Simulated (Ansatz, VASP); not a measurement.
**HgTe: VASP beside Ansatz**

The input INCAR:

```
SYSTEM = HgTe
PREC = Accurate ; ENCUT = 500
EDIFF = 1E-6 ; ISMEAR = 1
SIGMA = 0.15 ; LREAL = .FALSE.
LASPH = .TRUE. ; NELM = 120
ALGO = Normal ; ISIF = 2
LWAVE = .FALSE. ; LCHARG = .TRUE.
GGA = PE ; LELF = .TRUE.
LVHAR = .TRUE. ; NBANDS = 16
GGA_COMPAT = .FALSE.
```

KPOINTS

```
regular mesh
0
G
  4 4 4
  0 0 0
```

Contents of POSCAR:

```
HgTe
1.0
    0.0000000000      3.0771170000      3.0771170000
    3.0771170000      0.0000000000      3.0771170000
    3.0771170000      3.0771170000      0.0000000000
Hg Te
1 1
Direct
    0.0000000000      0.0000000000      0.0000000000
    0.5000000000      0.5000000000      0.5000000000
```

Input for Ansatz:

```yaml
crystal:
  lattice:
    - [0.0, 3.077117, 3.077117]
    - [3.077117, 0.0, 3.077117]
    - [3.077117, 3.077117, 0.0]
  atoms:
    - { symbol: Hg, position: [0.0, 0.0, 0.0] }
    - { symbol: Te, position: [0.5, 0.5, 0.5] }
basis:
  ecutwfc: 420
kpoints:
  mp_grid: { grid: [4, 4, 4] }
hamiltonian:
  xc: pbe
scf:
  occupations: { method: cold, width: 0.15 }
output:
  forces: true
  stress: true
  eigenvalues: true
```

Alike in both runs: task single point; functional PBE; k mesh 4 × 4 × 4; no spin polarisation.

|  | VASP | Ansatz |
| --- | --- | --- |
| version | VASP 6.6.1 | Ansatz 0.2.0 |
| potentials or method | VASP PAW PBE potentials, release 64 (Hg, Te), cutoff 500 eV | scalar-relativistic, plane waves, PAW |
| occupations | methfessel-paxton of order 1, width 0.15 eV | cold, width 0.15 eV |
| valence electrons in the cell | 18 | 36 |

```tsv
	VASP	Ansatz	Ansatz less VASP
gap on the k mesh at the Fermi level (eV)	none	none	-
pressure (GPa)	1.1	0.9	-0.20
```

A gap of «none» marks a metal or a gap that the smearing closes. VASP's potentials hold 18 valence electrons a cell and Ansatz's 36, so a difference there can come from the potentials and not from the codes.

The k mesh is coarse, so the values compare programs but aren't converged. Spin-orbit coupling is off throughout.
